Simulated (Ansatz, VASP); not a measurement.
# Be in VASP and in Ansatz

File INCAR:

```
ALGO = Normal
EDIFF = 1E-7
ENCUT = 520
GGA = PS
ISIF = 2
ISMEAR = -1
LASPH = T
LCHARG = T
LELF = T
LREAL = F
LVHAR = T
LWAVE = F
NBANDS = 9
NELM = 80
PREC = Accurate
SIGMA = 0.05
```

File KPOINTS:

```
k-points
0
Gamma
  12 12 12
```

POSCAR

```
Be
1.0
    0.0000000000      2.1463250724      2.1463250724
    2.1463250724      0.0000000000      2.1463250724
    2.1463250724      2.1463250724      0.0000000000
Be
2
Direct
   -0.2825000000     -0.0725000000     -0.0725000000
    0.2825000000      0.0725000000      0.0725000000
```

Input for Ansatz:

```yaml
crystal:
  lattice:
    - [0.0, 2.1463250724, 2.1463250724]
    - [2.1463250724, 0.0, 2.1463250724]
    - [2.1463250724, 2.1463250724, 0.0]
  atoms:
    - { symbol: Be, position: [-0.2825, -0.0725, -0.0725] }
    - { symbol: Be, position: [0.2825, 0.0725, 0.0725] }
kpoints:
  mp_grid: { grid: [12, 12, 12] }
scf:
  occupations: { method: fermi_dirac, width: 0.05 }
hamiltonian:
  xc: pbesol
  pseudopotentials: { kind: all_electron, lapw: { basis_error: 0.001 } }
output:
  forces: true
  stress: true
  eigenvalues: true
  populations: true
```

Change from the starting cell: shortest bond scaled by 0.58, LAPW.

Alike in both runs: task single point; functional PBEsol; k mesh 12 × 12 × 12; occupations fermi-dirac, width 0.05 eV; no spin polarisation.

```csv
,VASP,Ansatz
version,VASP 6.6.1,Ansatz 0.2.0
potentials or method,"VASP PAW PBE potentials, release 64 (Be), cutoff 520 eV","all-electron LAPW, scalar-relativistic"
```

|  | VASP | Ansatz | Ansatz less VASP |
| --- | --- | --- | --- |
| pressure (GPa) | 77.4 | 74.6 | -2.75 |
| traceless stress, the component that is largest in VASP (GPa) | -97.90 | -93.67 | +4.223 |
| rms of the force components (eV/Å) | 19.626 | 18.863 | -0.7630 |

VASP's potentials were made for PBE, not for PBEsol. Atom by atom the forces differ by 0.763 eV/Å (rms over components). Both programs put the cell under a high pressure, so it lies far from rest at this level. Ansatz ran all-electron here, and VASP with PAW potentials.

Noted on VASP's run: the cell as given lies far from equilibrium.
